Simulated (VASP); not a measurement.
# NiO2 (P-3m1) in VASP: further runs

NiO2 is run at these levels: r2SCAN; tasks: single point.

All numbers are computed with VASP 6.6.1; they aren't measurements. Logs are shortened: lines on timing, memory, paths and dates and some standing lists are left out, and cuts for length are marked.

## Step 1: The cell of the first run

The structure is trigonal, space group P-3m1 (No. 164). Conventional cell: a = 2.776 Å, b = 2.776 Å, c = 4.607 Å, α = 90.00°, β = 90.00°, γ = 120.00°. Ni (site symmetry -3m) has 6 O at 1.86 Å within 2.5 Å. O (site symmetry 3m) has 3 Ni at 1.86 Å and 3 O at 2.47 Å within 2.5 Å.

## Step 2: Single point, r2SCAN

POSCAR

```
NiO2
1.0
    2.7762368975      0.0000000000      0.0000000000
   -1.3881184487      2.4042916802      0.0000000000
    0.0000000000      0.0000000000      4.6069965744
Ni O
1 2
Direct
    0.0000000000      0.0000000000      0.5000000000
    0.6666666667      0.3333333333      0.7038965371
    0.3333333333      0.6666666667      0.2961034629
```

INCAR.step1

```
  ALGO = Normal
  EDIFF = 1E-5
  ENCUT = 660
  GGA = PE
  GGA_COMPAT = F
  ISMEAR = 0
  LASPH = T
  LCHARG = F
  LREAL = F
  LWAVE = T
  NBANDS = 22
  NELM = 120
  PREC = Accurate
  SIGMA = 0.05
```

INCAR.step2

```
  ALGO = Normal
  EDIFF = 1E-6
  ENCUT = 660
  GGA_COMPAT = F
  ISIF = 2
  ISMEAR = 0
  ISTART = 1
  LASPH = T
  LCHARG = F
  LMIXTAU = T
  LREAL = F
  LWAVE = F
  METAGGA = R2SCAN
  NBANDS = 22
  NELM = 120
  PREC = Accurate
  SIGMA = 0.05
```

KPOINTS

```
k-points
0
Gamma
  12 12 8
```

Potentials or basis: VASP PAW PBE potentials, release 64 (Ni_sv_GW, O).

Launch:

```console
$ cat potpaw_PBE.64/Ni_sv_GW/POTCAR potpaw_PBE.64/O/POTCAR > POTCAR
$ cp INCAR.step1 INCAR
$ mpirun -np 1 vasp_std > vasp.out
$ cp INCAR.step2 INCAR
$ mpirun -np 1 vasp_std > vasp.out
```

OUTCAR:

```text
EDIFF = 1E-6
   ENCUT = 660
   ISIF = 2
   ISMEAR = 0
   ISTART = 1
   LASPH = T
   LREAL = F
   METAGGA = R2SCAN
   NELM = 120
   PREC = Accurate

 ion  position               nearest neighbor table
   1  0.000  0.000  0.500-   2 1.86   3 1.86   2 1.86   3 1.86   2 1.86   3 1.86
   2  0.667  0.333  0.704-   1 1.86   1 1.86   1 1.86
   3  0.333  0.667  0.296-   1 1.86   1 1.86   1 1.86

  LATTYP: Found a hexagonal cell.
 ALAT       =     2.7762368975
 C/A-ratio  =     1.6594392858

  Lattice vectors:

 A1 = (   2.7762368975,   0.0000000000,   0.0000000000)
 A2 = (  -1.3881184487,   2.4042916802,   0.0000000000)
 A3 = (   0.0000000000,   0.0000000000,   4.6069965744)

Analysis of symmetry for initial positions (statically):
=====================================================================
 Subroutine PRICEL returns:
 Original cell was already a primitive cell.

 Routine SETGRP: Setting up the symmetry group for a
 hexagonal supercell.

 Subroutine GETGRP returns: Found 12 space group operations
 (whereof 12 operations were pure point group operations)
 out of a pool of 24 trial point group operations.

The static configuration has the point symmetry D_3d.

Analysis of symmetry for dynamics (positions and initial velocities):
=====================================================================
 Subroutine PRICEL returns:
 Original cell was already a primitive cell.

 Routine SETGRP: Setting up the symmetry group for a
 hexagonal supercell.

 Subroutine GETGRP returns: Found 12 space group operations
 (whereof 12 operations were pure point group operations)
 out of a pool of 24 trial point group operations.

The dynamic configuration has the point symmetry D_3d.

 Subroutine INISYM returns: Found 12 space group operations
 (whereof 12 operations are pure point group operations),
 and found     1 'primitive' translations

----------------------------------------------------------------------------------------

                                     Primitive cell

  volume of cell :      30.7512

  direct lattice vectors                    reciprocal lattice vectors
     2.776236898  0.000000000  0.000000000     0.360199809  0.207961457  0.000000000
    -1.388118449  2.404291680  0.000000000     0.000000000  0.415922913  0.000000000
     0.000000000  0.000000000  4.606996574     0.000000000  0.000000000  0.217061156

  length of vectors
     2.776236898  2.776236898  4.606996574     0.415922913  0.415922913  0.217061156

  position of ions in fractional coordinates (direct lattice)
     0.000000000  0.000000000  0.500000000
     0.666666667  0.333333333  0.703896537
     0.333333333  0.666666667  0.296103463

  ion indices of the primitive-cell ions
   primitive index   ion index
                 1           1
                 2           2
                 3           3

----------------------------------------------------------------------------------------

 KPOINTS: k-points

Automatic generation of k-mesh.
 Grid dimensions read from file:
 generate k-points for:   12   12    8

 Generating k-lattice:

  Cartesian coordinates                     Fractional coordinates (reciprocal lattice)
     0.030016651  0.017330121  0.000000000     0.083333333  0.000000000  0.000000000
     0.000000000  0.034660243  0.000000000     0.000000000  0.083333333  0.000000000
     0.000000000  0.000000000  0.027132644     0.000000000  0.000000000  0.125000000

  Length of vectors
     0.034660243  0.034660243  0.027132644

  Shift w.r.t. Gamma in fractional coordinates (k-lattice)
     0.000000000  0.000000000  0.000000000

 Subroutine IBZKPT returns following result:
 ===========================================

 Found    131 irreducible k-points:

 Following reciprocal coordinates:
            Coordinates               Weight
  0.000000  0.000000  0.000000      1.000000
  0.083333  0.000000  0.000000      6.000000
  0.166667  0.000000  0.000000      6.000000
  0.250000 -0.000000  0.000000      6.000000
  0.333333  0.000000  0.000000      6.000000
  0.416667  0.000000  0.000000      6.000000
[... 16 lines left out ...]
  0.166667  0.000000  0.125000      6.000000
  0.000000  0.166667  0.125000      6.000000
 [... further k-points ...]
   k-points           NKPTS =    131   k-points in BZ     NKDIM =    131   number of bands    NBANDS=     22
   number of dos      NEDOS =    301   number of ions     NIONS =      3
   total plane-waves  NPLWV =  23040
   dimension x,y,z NGX =    24 NGY =   24 NGZ =   40
   dimension x,y,z NGXF=    48 NGYF=   48 NGZF=   80
   ions per type =               1   2
   NGX,Y,Z   is equivalent  to a cutoff of  14.37, 14.37, 14.43 a.u.
   NGXF,Y,Z  is equivalent  to a cutoff of  28.74, 28.74, 28.87 a.u.
 SYSTEM =  unknown system
   PREC   = accura    normal or accurate (medium, high low for compatibility)
   ISTART =      1    job   : 0-new  1-cont  2-samecut
   ICHARG =      0    charge: 1-file 2-atom 10-const
   ISPIN  =      1    spin polarized calculation?
   LNONCOLLINEAR =      F non collinear calculations
   LSORBIT =      F    spin-orbit coupling
   LASPH  =      T    aspherical Exc in radial PAW
   ENCUT  =  660.0 eV  48.51 Ry    6.96 a.u.   5.82  5.82  9.65*2*pi/ulx,y,z
   NELM   =    120;   NELMIN=  2; NELMDL=  0     # of ELM steps
   EDIFF  = 0.1E-05   stopping-criterion for ELM
   LREAL  =      F    real-space projection
   EDIFFG = 0.1E-04   stopping-criterion for IOM
   NSW    =      0    number of steps for IOM
   IBRION =     -1    ionic relax: 0-MD 1-quasi-New 2-CG
   NFREE  =      0    steps in history (QN), initial steepest desc. (CG)
   ISIF   =      2    stress and relaxation
   ISYM   =      2    0-nonsym 1-usesym 2-fastsym
   POTIM  = 0.5000    time-step for ionic-motion
   TEBEG  =    0.0;   TEEND  =   0.0 temperature during run
   PSTRESS=    0.0 pullay stress
   NELECT =      30.0000    total number of electrons
   NUPDOWN=      -1.0000    fix difference up-down
   EMIN   =  10.00;   EMAX   =-10.00  energy-range for DOS
   EFERMI =   0.00;   METHOD = LEGACY
   ISMEAR =     0;   SIGMA  =   0.05  broadening in eV -4-tet -1-fermi 0-gaus
   EFERMI_NEDOS =   21; number of points for ismear=-14 and -15
   IALGO  =     38    algorithm
   IMIX   =      4    mixing-type and parameters
     AMIX     =   0.40;   BMIX     =  1.00
     AMIX_MAG =   1.60;   BMIX_MAG =  1.00
  volume/ion in A,a.u.               =      10.25        69.17
  Fermi-wavevector in a.u.,A,eV,Ry     =   1.623659  3.068270 35.868595  2.636267
  Thomas-Fermi vector in A             =   2.717073
   LORBIT       =      0    0 simple, 1 ext, 2 COOP (PROOUT), +10 PAW based schemes
   METAGGA = R2SCAN    functional components
   LHFCALC =     F    Hartree Fock is set to
   AEXX    =    0.0000 exact exchange contribution
   IVDW    =     0    specifies the selected vdW correction
   LEPSILON=     F    determine dielectric tensor
   LRPA    =     F    only Hartree local field effects (RPA)
 non-spin polarized calculation
 Gauss-broadening in eV      SIGMA  =   0.05
  energy-cutoff  :      660.00
  volume of cell :       30.75
 maximum number of plane-waves:      1200
   NGX = 11   NGY = 11   NGZ = 19

 number of electron      30.0000008 magnetization

 Free energy of the ion-electron system (eV)
  ---------------------------------------------------
  ext. energy  EPLUGINS =         0.00000000
  ---------------------------------------------------
  free energy    TOTEN  =       -27.55729613 eV

  energy without entropy =      -27.55729613  energy(sigma->0) =      -27.55729613

 E-fermi :   2.1741     XC(G=0): -11.8559

 val. band max:        1.7708474616   @ k =   0.0833   0.0833   0.5000
 cond. band min:       3.2280009249   @ k =   0.2500  -0.0000   0.3750
 fundamental gap:      1.4571534633
 Fermi energy:         2.1741287362

 k-point     1 :       0.0000    0.0000    0.0000
  band No.  band energies     occupation
      1    -106.1081      2.00000
      2     -65.0658      2.00000
      3     -65.0658      2.00000
      4     -64.8195      2.00000
      5     -18.8437      2.00000
      6     -16.3315      2.00000
[... 14 lines left out ...]
     21      23.0215      0.00000
     22      23.0215      0.00000

 k-point     2 :       0.0833    0.0000    0.0000
  band No.  band energies     occupation
      1    -106.1075      2.00000
      2     -65.0694      2.00000
      3     -65.0664      2.00000
      4     -64.8189      2.00000
      5     -18.7495      2.00000
      6     -16.3388      2.00000
[... 14 lines left out ...]
     21      22.1517      0.00000
     22      23.2598      0.00000

 k-point     3 :       0.1667    0.0000    0.0000
  band No.  band energies     occupation
      1    -106.1067      2.00000
      2     -65.0796      2.00000
      3     -65.0689      2.00000
      4     -64.8173      2.00000
      5     -18.4808      2.00000
      6     -16.3626      2.00000
[... 14 lines left out ...]
     21      20.6046      0.00000
     22      23.4861      0.00000

 k-point     4 :       0.2500   -0.0000    0.0000
  band No.  band energies     occupation
      1    -106.1054      2.00000
      2     -65.0933      2.00000
      3     -65.0723      2.00000
      4     -64.8152      2.00000
      5     -18.0805      2.00000
      6     -16.4086      2.00000
[... 14 lines left out ...]
     21      19.2819      0.00000
     22      22.0099      0.00000

 k-point     5 :       0.3333    0.0000    0.0000
  band No.  band energies     occupation
      1    -106.1042      2.00000
      2     -65.1073      2.00000
      3     -65.0755      2.00000
      4     -64.8131      2.00000
      5     -17.6195      2.00000
      6     -16.4869      2.00000
[... 417 lines left out ...]
 k-point    22 :       0.0000    0.0833    0.1250
  band No.  band energies     occupation
      1    -106.1073      2.00000
      2     -65.0692      2.00000
      3     -65.0664      2.00000
      4     -64.8187      2.00000
      5     -18.7350      2.00000
      6     -16.3639      2.00000
[... 14 lines left out ...]
     21      22.1885      0.00000
     22      23.2446      0.00000

 k-point    23 :       0.1667    0.0000    0.1250
  band No.  band energies     occupation
      1    -106.1067      2.00000
      2     -65.0796      2.00000
      3     -65.0689      2.00000
      4     -64.8174      2.00000
      5     -18.4677      2.00000
      6     -16.3830      2.00000
[... 14 lines left out ...]
     21      20.6189      0.00000
     22      23.6360      0.00000

 k-point    24 :       0.0000    0.1667    0.1250
  band No.  band energies     occupation
      1    -106.1067      2.00000
      2     -65.0796      2.00000
      3     -65.0690      2.00000
      4     -64.8174      2.00000
      5     -18.4665      2.00000
      6     -16.3855      2.00000
[... 14 lines left out ...]
     21      20.6784      0.00000
     22      23.3419      0.00000

 [... further k-points ...]

------------------------ aborting loop because EDIFF is reached ----------------------------------------

  FORCE on cell =-STRESS in cart. coord.  units (eV):
  Direction    XX          YY          ZZ          XY          YZ          ZX
  --------------------------------------------------------------------------------------
  -------------------------------------------------------------------------------------
  Total        0.0134323      0.0134323     -0.1564544      0.0000000     -0.0000000      0.0000000
  in kB        0.6998413      0.6998413     -8.1514867      0.0000000     -0.0000000      0.0000000
  external PRESSURE =      -2.2506013 kB  Pullay stress =       0.0000000 kB

 VOLUME and BASIS-vectors are now :
 -----------------------------------------------------------------------------
  energy-cutoff  :      660.00
  volume of cell :       30.75
      direct lattice vectors                 reciprocal lattice vectors
     2.776236898  0.000000000  0.000000000     0.360199809  0.207961457  0.000000000
    -1.388118449  2.404291680  0.000000000     0.000000000  0.415922913  0.000000000
     0.000000000  0.000000000  4.606996574     0.000000000  0.000000000  0.217061156

 POSITION                                       TOTAL-FORCE (eV/Angst)
 -----------------------------------------------------------------------------------
      0.00000      0.00000      2.30350         0.000000      0.000000      0.000000
      1.38812      0.80143      3.24285        -0.000000      0.000000      0.059500
     -0.00000      1.60286      1.36415         0.000000     -0.000000     -0.059500
 -----------------------------------------------------------------------------------
    total drift:                                0.000000     -0.000000     -0.000000

  FREE ENERGIE OF THE ION-ELECTRON SYSTEM (eV)
  ---------------------------------------------------
  free  energy   TOTEN  =       -27.5572961343 eV

  energy  without entropy=      -27.5572961343  energy(sigma->0) =      -27.55729613
```

Wall time 4 min (1 thread of Intel Xeon Platinum 8488C (Sapphire Rapids), shared host); peak memory 0.28 GiB.

What came out:

- Free energy: -27.5573 eV
- Pressure: -0.2 GPa
- Largest force: 0.059 eV/Å
- Band gap on the k mesh: 1.46 eV (least direct gap 1.64 eV)

Forces in eV/Å, atoms in the order of the input:
```
Ni   0.000  0.000  0.000
O    0.000  0.000  0.059
O    0.000  0.000 -0.059
```

Stress tensor (GPa, compression positive):
```
 0.07  0.00  0.00
 0.00  0.07  0.00
 0.00  0.00 -0.82
```

Caveat: the PAW data sets were made with another functional, which shifts forces and pressure a little. Spin polarisation is off, so any magnetic state and its effect on volume and gap are missing.

## Step 3: Single point, r2SCAN (9.64 Å³/atom)

This run uses another cell than the first one, of 9.64 Å³/atom.

POSCAR

```
NiO2
1.0
    2.7707847390      0.0000000000      0.0000000000
   -1.3853923695      2.3995699724      0.0000000000
    0.0000000000      0.0000000000      4.3476359295
Ni O
1 2
Direct
    0.0000000000      0.0000000000      0.5000000000
    0.6666666667      0.3333333333      0.7159019045
    0.3333333333      0.6666666667      0.2840980955
```

INCAR.step1

```
SYSTEM = NiO2
PREC = Accurate ; ENCUT = 660
ISMEAR = 0 ; SIGMA = 0.02
LREAL = .FALSE. ; LASPH = .TRUE.
NELM = 120 ; NBANDS = 22
GGA = PE ; ALGO = Normal
EDIFF = 1E-5 ; LWAVE = .TRUE.
LCHARG = .FALSE. ; GGA_COMPAT = .FALSE.
```

INCAR.step2

```
SYSTEM = NiO2
PREC = Accurate ; ENCUT = 660
EDIFF = 1E-6 ; ISMEAR = 0
SIGMA = 0.02 ; LREAL = .FALSE.
LASPH = .TRUE. ; NELM = 120
ALGO = Normal ; ISIF = 2
LWAVE = .FALSE. ; LCHARG = .TRUE.
METAGGA = R2SCAN ; LMIXTAU = .TRUE.
LELF = .TRUE. ; LVHAR = .TRUE.
NBANDS = 22 ; ISTART = 1
GGA_COMPAT = .FALSE.
```

KPOINTS

```
Automatic mesh
0
G
  12 12 6
  0 0 0
```

Potentials or basis: VASP PAW PBE potentials, release 64 (Ni_sv_GW, O).

Launch:

```console
$ cat potpaw_PBE.64/Ni_sv_GW/POTCAR potpaw_PBE.64/O/POTCAR > POTCAR
$ cp INCAR.step1 INCAR
$ mpirun -np 1 vasp_std > vasp.out
$ cp INCAR.step2 INCAR
$ mpirun -np 1 vasp_std > vasp.out
```

It took 2 min on 1 thread of Intel Xeon 6975P-C (Granite Rapids), shared host; peak memory 0.25 GiB.

It converged, with:

```
Free energy            : -27.5471 eV
Pressure               : 1.7 GPa
Largest force          : 0.064 eV/Å
Band gap on the k mesh : 1.33 eV (least direct gap 1.52 eV)
```

Forces on the atoms (eV/Å):
```
Ni   0.000  0.000  0.000
O    0.000  0.000  0.064
O    0.000  0.000 -0.064
```

Stress tensor (GPa, compression positive):
```
2.02 0.00 0.00
0.00 2.02 0.00
0.00 0.00 0.92
```

Levels at points of the mesh, in eV from the valence-band top:
```
           k point  band 12  band 13  band 14  band 15  band 16  band 17  band 18  band 19
(0.00, 0.00, 0.00)    -0.98    -0.98    -0.63    -0.42     2.65     2.65     8.99    12.23
(0.50, 0.00, 0.00)    -2.32    -2.12    -1.89    -1.15     1.96     2.65    13.86    14.53
(0.00, 0.00, 0.50)    -2.20    -1.05    -1.05    -0.14     2.73     2.73    11.32    11.34
(0.50, 0.00, 0.50)    -2.12    -1.91    -1.38    -1.35     2.01     2.50    12.78    14.30
```

Caveat: the PAW data sets were made with another functional, which shifts forces and pressure a little.
